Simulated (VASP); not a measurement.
# Cd4S (P6/mmm) in VASP: notebook, part 2 of 2

VASP 6.6.1. The steps go on from the part before.

**3. Single point, PBE**

This run uses another cell than the first one, of 26.84 Å³/atom.

INCAR reads:

```
SYSTEM = Cd4S
PREC = Accurate
ENCUT = 520
EDIFF = 1E-6
ISMEAR = 0
SIGMA = 0.1
LREAL = .FALSE.
LASPH = .TRUE.
NELM = 60
ALGO = Normal
ISIF = 2
LWAVE = .FALSE.
LCHARG = .FALSE.
GGA = PE
NBANDS = 35
```

KPOINTS reads:

```
regular mesh
0
G
  6 6 4
  0 0 0
```

POSCAR reads:

```
Cd4S
1.0
    5.1012389888      0.0000000030      0.0000000000
   -2.5506194970      4.4178025536      0.0000000000
    0.0000000000      0.0000000000      5.9538011322
Cd S
4 1
Direct
    0.3333333333      0.6666666667      0.0000000000
    0.6666666667      0.3333333333      0.0000000000
    0.3333333333      0.6666666667      0.5000000000
    0.6666666667      0.3333333333      0.5000000000
    0.0000000000      0.0000000000      0.0000000000
```

Potentials or basis: VASP PAW PBE potentials, release 64 (Cd, S).

The run is started by

```console
cat potpaw_PBE.64/Cd/POTCAR potpaw_PBE.64/S/POTCAR > POTCAR
mpirun -np 1 vasp_std > vasp.out
```

OUTCAR:

```text
SYSTEM = Cd4S
   PREC = Accurate
   ENCUT = 520
   EDIFF = 1E-6
   ISMEAR = 0
   LREAL = .FALSE.
   LASPH = .TRUE.
   NELM = 60
   ISIF = 2
   GGA = PE

 ion  position               nearest neighbor table
   1  0.333  0.667  0.000-   2 2.95   5 2.95   2 2.95   5 2.95   5 2.95   2 2.95   3 2.98   3 2.98

   2  0.667  0.333  0.000-   1 2.95   5 2.95   1 2.95   5 2.95   5 2.95   1 2.95   4 2.98   4 2.98

   3  0.333  0.667  0.500-   4 2.95   4 2.95   4 2.95   1 2.98   1 2.98
   4  0.667  0.333  0.500-   3 2.95   3 2.95   3 2.95   2 2.98   2 2.98
   5  0.000  0.000  0.000-   1 2.95   2 2.95   2 2.95   1 2.95   2 2.95   1 2.95

  LATTYP: Found a hexagonal cell.
 ALAT       =     5.1012389888
 C/A-ratio  =     1.1671284457

  Lattice vectors:

 A1 = (   5.1012389888,   0.0000000030,   0.0000000000)
 A2 = (  -2.5506194970,   4.4178025536,   0.0000000000)
 A3 = (   0.0000000000,   0.0000000000,   5.9538011322)

Analysis of symmetry for initial positions (statically):
=====================================================================
 Subroutine PRICEL returns:
 Original cell was already a primitive cell.
[... 174 lines left out ...]

 val. band max:        1.7356252233   @ k =   0.1667   0.0000   0.5000
 cond. band min:       1.8030987515   @ k =   0.1667   0.1667   0.0000
 fundamental gap:      0.0674735282
 Fermi energy:         1.7811055666

 k-point     1 :       0.0000    0.0000    0.0000
  band No.  band energies     occupation
      1     -10.9125      2.00000
      2      -7.8202      2.00000
      3      -7.5129      2.00000
      4      -7.5037      2.00000
      5      -7.5037      2.00000
      6      -7.2880      2.00000
[... 787 lines left out ...]
     34       8.2061      0.00000
     35       8.2089      0.00000

------------------------ aborting loop because EDIFF is reached ----------------------------------------

  FORCE on cell =-STRESS in cart. coord.  units (eV):
  Direction    XX          YY          ZZ          XY          YZ          ZX
  --------------------------------------------------------------------------------------
  -------------------------------------------------------------------------------------
  Total        0.1327127      0.1327127      0.3579440     -0.0000000      0.0000000      0.0000000
  in kB        1.5846995      1.5846995      4.2741460     -0.0000000      0.0000000      0.0000000
  external PRESSURE =       2.4811816 kB  Pullay stress =       0.0000000 kB

 VOLUME and BASIS-vectors are now :
 -----------------------------------------------------------------------------
  energy-cutoff  :      520.00
  volume of cell :      134.18
      direct lattice vectors                 reciprocal lattice vectors
     5.101238989  0.000000003  0.000000000     0.196030808  0.113178440  0.000000000
    -2.550619497  4.417802554  0.000000000    -0.000000000  0.226356879  0.000000000
     0.000000000  0.000000000  5.953801132     0.000000000  0.000000000  0.167959926

 POSITION                                       TOTAL-FORCE (eV/Angst)
 -----------------------------------------------------------------------------------
     -0.00000      2.94520      0.00000        -0.000000     -0.000000      0.000000
      2.55062      1.47260      0.00000         0.000000      0.000000      0.000000
     -0.00000      2.94520      2.97690        -0.000000     -0.000000     -0.000000
      2.55062      1.47260      2.97690         0.000000      0.000000      0.000000
      0.00000      0.00000      0.00000        -0.000000     -0.000000      0.000000
 -----------------------------------------------------------------------------------
    total drift:                                0.000000     -0.000000     -0.000000

  FREE ENERGIE OF THE ION-ELECTRON SYSTEM (eV)
  ---------------------------------------------------
  free  energy   TOTEN  =        -6.3227707589 eV

  energy  without entropy=       -6.3113559059  energy(sigma->0) =       -6.31706333
```

OSZICAR:

```text
N       E                     dE             d eps       ncg     rms          rms(c)
DAV:   1     0.399106818672E+03    0.39911E+03   -0.27458E+04  1470   0.145E+03
DAV:   2     0.104793443509E+02   -0.38863E+03   -0.37743E+03  1540   0.382E+02
DAV:   3    -0.726381613871E+01   -0.17743E+02   -0.17532E+02  1641   0.810E+01
DAV:   4    -0.746119160362E+01   -0.19738E+00   -0.19682E+00  1588   0.678E+00
DAV:   5    -0.746309043655E+01   -0.18988E-02   -0.18986E-02  1667   0.666E-01    0.829E+00
DAV:   6    -0.635469025772E+01    0.11084E+01   -0.41928E+00  1774   0.106E+01    0.651E+00
DAV:   7    -0.634081731017E+01    0.13873E-01   -0.47121E-01  1533   0.445E+00    0.352E+00
DAV:   8    -0.632442141206E+01    0.16396E-01   -0.91828E-02  1557   0.139E+00    0.804E-01
DAV:   9    -0.632231540817E+01    0.21060E-02   -0.11353E-02  1624   0.415E-01    0.265E-01
DAV:  10    -0.632268087350E+01   -0.36547E-03   -0.14295E-03  1575   0.245E-01    0.751E-02
DAV:  11    -0.632275541825E+01   -0.74545E-04   -0.12790E-04  1545   0.626E-02    0.210E-02
DAV:  12    -0.632276937361E+01   -0.13955E-04   -0.12915E-05  1575   0.233E-02    0.773E-03
DAV:  13    -0.632277074693E+01   -0.13733E-05   -0.31074E-06  1227   0.989E-03    0.202E-03
DAV:  14    -0.632277075887E+01   -0.11935E-07   -0.21938E-07   858   0.293E-03
   1 F= -.63227708E+01 E0= -.63170633E+01  d E =-.114149E-01
```

Wall time 49 s (1 thread of Intel Xeon 6975P-C (Granite Rapids), shared host); peak memory 0.29 GiB.

Results:

```
Free energy            : -6.3228 eV
Pressure               : 0.2 GPa
Band gap on the k mesh : zero (bands 27 and 28 overlap by 1.61 eV)
```

**4. Relaxation of cell and atoms, PBE**

INCAR reads:

```
PREC = Accurate
ENCUT = 600
EDIFF = 1E-7
ISMEAR = 0
SIGMA = 0.1
LREAL = F
LASPH = T
NELM = 60
ALGO = Normal
ISIF = 3
LWAVE = F
LCHARG = F
GGA = PE
IBRION = 2
NSW = 90
EDIFFG = -0.04
```

KPOINTS reads:

```
regular mesh
0
Gamma
  6 6 4
```

POSCAR reads:

```
Cd4S
1.0
    4.9109559700      0.0000000000      0.0000000000
   -2.4554779900      4.2530126300      0.0000000000
    0.0000000000      0.0000000000      4.2206048300
Cd S
4 1
Direct
    0.3333333300      0.6666666700      0.0000000000
    0.6666666700      0.3333333300      0.0000000000
    0.3333333300      0.6666666700      0.5000000000
    0.6666666700      0.3333333300      0.5000000000
    0.0000000000      0.0000000000      0.0000000000
```

Potentials or basis: VASP PAW PBE potentials, release 64 (Cd, S).

The run is started by

```console
cat potpaw_PBE.64/Cd/POTCAR potpaw_PBE.64/S/POTCAR > POTCAR
mpirun -np 1 vasp_std > vasp.out
```

OUTCAR:

```text
PREC = Accurate
   ENCUT = 600
   EDIFF = 1E-7
   ISMEAR = 0
   LREAL = F
   LASPH = T
   NELM = 60
   ISIF = 3
   GGA = PE
   IBRION = 2
   NSW = 90
   EDIFFG = -0.04

 ion  position               nearest neighbor table
   1  0.333  0.667  0.000-   3 2.11   3 2.11   2 2.84   5 2.84   2 2.84   5 2.84   5 2.84   2 2.84
                             4 3.53   4 3.53   4 3.53   4 3.53   4 3.53   4 3.53
   2  0.667  0.333  0.000-   4 2.11   4 2.11   1 2.84   5 2.84   1 2.84   5 2.84   5 2.84   1 2.84
                             3 3.53   3 3.53   3 3.53   3 3.53   3 3.53   3 3.53
   3  0.333  0.667  0.500-   1 2.11   1 2.11   4 2.84   4 2.84   4 2.84   2 3.53   2 3.53   2 3.53
                             2 3.53   2 3.53   2 3.53
   4  0.667  0.333  0.500-   2 2.11   2 2.11   3 2.84   3 2.84   3 2.84   1 3.53   1 3.53   1 3.53
                             1 3.53   1 3.53   1 3.53
   5  0.000  0.000  0.000-   1 2.84   2 2.84   2 2.84   1 2.84   2 2.84   1 2.84

  LATTYP: Found a hexagonal cell.
 ALAT       =     4.9109559700
 C/A-ratio  =     0.8594263227

  Lattice vectors:

 A1 = (   4.9109559700,   0.0000000000,   0.0000000000)
 A2 = (  -2.4554779900,   4.2530126300,   0.0000000000)
 A3 = (   0.0000000000,   0.0000000000,   4.2206048300)

Analysis of symmetry for initial positions (statically):
=====================================================================
 Subroutine PRICEL returns:
 Original cell was already a primitive cell.

[... 146 lines left out ...]
  Thomas-Fermi vector in A             =   2.514302
   LORBIT       =      0    0 simple, 1 ext, 2 COOP (PROOUT), +10 PAW based schemes
   GGA     = PE    functional components
   LHFCALC =     F    Hartree Fock is set to
   AEXX    =    0.0000 exact exchange contribution
   IVDW    =     0    specifies the selected vdW correction
   LEPSILON=     F    determine dielectric tensor
   LRPA    =     F    only Hartree local field effects (RPA)
 conjugate gradient relaxation of ions
 non-spin polarized calculation
 Gauss-broadening in eV      SIGMA  =   0.10
  energy-cutoff  :      600.00
  volume of cell :       88.15
 maximum number of plane-waves:      2960
 NGX is ok and might be reduce to    40
   NGX = 19   NGY = 19   NGZ = 17

--------------------------------------- Ionic step        1  -------------------------------------------

 number of electron      54.0000000 magnetization

 Free energy of the ion-electron system (eV)
  ---------------------------------------------------
  ext. energy  EPLUGINS =         0.00000000
  ---------------------------------------------------
  free energy    TOTEN  =         5.12457549 eV

  energy without entropy =        5.13679581  energy(sigma->0) =        5.13068565

 E-fermi :   5.1715     XC(G=0): -11.5887

 val. band max:        5.0700869824   @ k =   0.3333   0.0000   0.5000
 cond. band min:       5.1958691029   @ k =   0.3333   0.3333   0.5000
 fundamental gap:      0.1257821206
 Fermi energy:         5.1714538608
[... 1747 lines left out ...]
--------------------------------------- Ionic step        8  -------------------------------------------

 number of electron      53.9999990 magnetization

 Free energy of the ion-electron system (eV)
  ---------------------------------------------------
  ext. energy  EPLUGINS =         0.00000000
  ---------------------------------------------------
  free energy    TOTEN  =        -6.25134817 eV

  energy without entropy =       -6.24072057  energy(sigma->0) =       -6.24603437

 E-fermi :   1.7617     XC(G=0):  -9.4554

 val. band max:        1.6857981805   @ k =   0.1667   0.0000   0.5000
 cond. band min:       1.7800865394   @ k =   0.1667   0.0000   0.5000
 fundamental gap:      0.0942883590
 Fermi energy:         1.7616630486
[... 765 lines left out ...]
  FREE ENERGIE OF THE ION-ELECTRON SYSTEM (eV)
  ---------------------------------------------------
  free  energy   TOTEN  =        -6.2513481749 eV

  energy  without entropy=       -6.2407205680  energy(sigma->0) =       -6.24603437

 reached required accuracy - stopping structural energy minimisation
```

Run time: 3.4 min. Hardware: 1 thread of Intel Xeon 6975P-C (Granite Rapids), shared host; peak memory 0.26 GiB.

Results:

```
Free energy                           : -6.2513 eV
Relaxed volume                        : 26.87 Å³/atom
Relaxed cell                          : a = 5.119 Å, b = 5.119 Å, c = 5.920 Å, α = 90.00°, β = 90.00°, γ = 120.00°
Space group after relaxing (to 0.1 Å) : P6/mmm (No. 191)
Energy gained by relaxing             : 2275.2 meV/atom
Ionic steps                           : 8
Pressure after relaxing               : -0.1 GPa
Band gap on the k mesh                : zero (bands 27 and 28 overlap by 1.57 eV)
```

Stress tensor (GPa, compression positive):
```
-0.19  0.00  0.00
 0.00 -0.19  0.00
 0.00  0.00  0.21
```

Step by step:
```tsv
step	energy change (eV)	largest force (eV/Å)	pressure (GPa)	volume (Å³)
1	0.0000	0.0000	77.46	88.15
2	-3.8137	0.0000	-23.66	219.64
3	-11.2805	0.0000	-2.05	147.72
4	-11.2979	0.0000	-1.91	146.31
5	-11.3723	0.0000	-0.01	134.09
6	-11.3727	0.0000	-0.50	136.23
7	-11.3737	0.0000	-0.28	135.20
8	-11.3759	0.0000	-0.06	134.34
```

Final structure:
```
Cd S
1.0
     5.11918    0.00000    0.00000
    -2.55959    4.43334    0.00000
     0.00000    0.00000    5.91954
Cd S
4 1
Direct
  0.33333 0.66667 0.00000
  0.66667 0.33333 0.00000
  0.33333 0.66667 0.50000
  0.66667 0.33333 0.50000
  0.00000 0.00000 0.00000
```

Caveat: the k points lie up to 0.27 Å⁻¹ apart in the final cell, too coarse for converged energies and pressures of a metal; the volume moved by over 15 % at a fixed basis, so the end points are rough.

**5. Single point, PBE**

This run uses another cell than the first one, of 27.11 Å³/atom.

INCAR reads:

```
PREC = Accurate
ENCUT = 520
EDIFF = 1E-6
ISMEAR = 0
SIGMA = 0.1
LREAL = F
LASPH = T
NELM = 80
ALGO = Normal
ISIF = 2
LWAVE = F
LCHARG = F
GGA = PE
NBANDS = 35
```

KPOINTS reads:

```
regular mesh
0
Gamma
  12 12 6
```

POSCAR reads:

```
Cd4S
1.0
    5.1100364755      0.0000000000      0.0000000000
   -2.5550182378      4.4254214021      0.0000000000
    0.0000000000      0.0000000000      5.9948659683
Cd S
4 1
Direct
    0.3333333333      0.6666666667      0.0000000000
    0.6666666667      0.3333333333      0.0000000000
    0.3333333333      0.6666666667      0.5000000000
    0.6666666667      0.3333333333      0.5000000000
    0.0000000000      0.0000000000      0.0000000000
```

The run is started by

```console
cat potpaw_PBE.64/Cd/POTCAR potpaw_PBE.64/S/POTCAR > POTCAR
mpirun -np 1 vasp_std > vasp.out
```

It took 2.4 min on 1 thread of Intel Xeon 6975P-C (Granite Rapids), shared host; peak memory 0.43 GiB.

The run converged. Its results:

```yaml
Free_energy: -6.3206 eV
Pressure: 0.2 GPa
Band_gap_on_the_k_mesh: zero (bands 27 and 28 overlap by 1.59 eV)
```

Levels at points of the mesh, in eV from the Fermi level:
```tsv
k point	band 23	band 24	band 25	band 26	band 27	band 28	band 29	band 30	band 31	band 32
(0.00, 0.00, 0.00)	-3.02	-2.35	-2.35	-1.67	0.48	0.67	0.79	0.79	3.85	4.02
(0.50, 0.00, 0.00)	-3.51	-3.47	-2.27	-1.92	-0.26	0.18	1.27	1.67	1.95	3.19
(0.00, 0.00, 0.50)	-4.39	-2.32	-2.32	-1.43	1.42	1.56	1.66	1.66	2.47	2.47
(0.50, 0.00, 0.50)	-4.09	-3.39	-3.20	-2.25	-1.27	0.73	1.09	3.50	4.41	5.02
```

**6. The runs side by side**

| task | cell | k mesh | cutoff (eV) | gap on the mesh (eV) | pressure (GPa) |
| --- | --- | --- | --- | --- | --- |
| single point | a = 4.911, b = 4.911, c = 4.221 Å, angles 90.0, 90.0, 120.0°, 5 atoms | 6 × 6 × 4 | 520 | none | 77.6 |
| single point | a = 5.101, b = 5.101, c = 5.954 Å, angles 90.0, 90.0, 120.0°, 5 atoms | 6 × 6 × 4 | 520 | none | 0.2 |
| relaxation of cell and atoms | relaxed from a = 4.911, b = 4.911, c = 4.221 Å, angles 90.0, 90.0, 120.0°, 5 atoms | 6 × 6 × 4 | 600 | none | -0.1 |
| single point | a = 5.110, b = 5.110, c = 5.995 Å, angles 90.0, 90.0, 120.0°, 5 atoms | 12 × 12 × 6 | 520 | none | 0.2 |

Alike in all rows: level PBE; potentials or basis VASP PAW PBE potentials, release 64 (Cd, S); no spin polarisation; smearing gaussian 0.1 eV.

Caveats: some runs use coarse meshes; the volume moved by over 15 % at a fixed basis, so the end points are rough (at least some runs).

Total energies depend on the potentials used, so only differences within one code and one set of settings carry meaning.
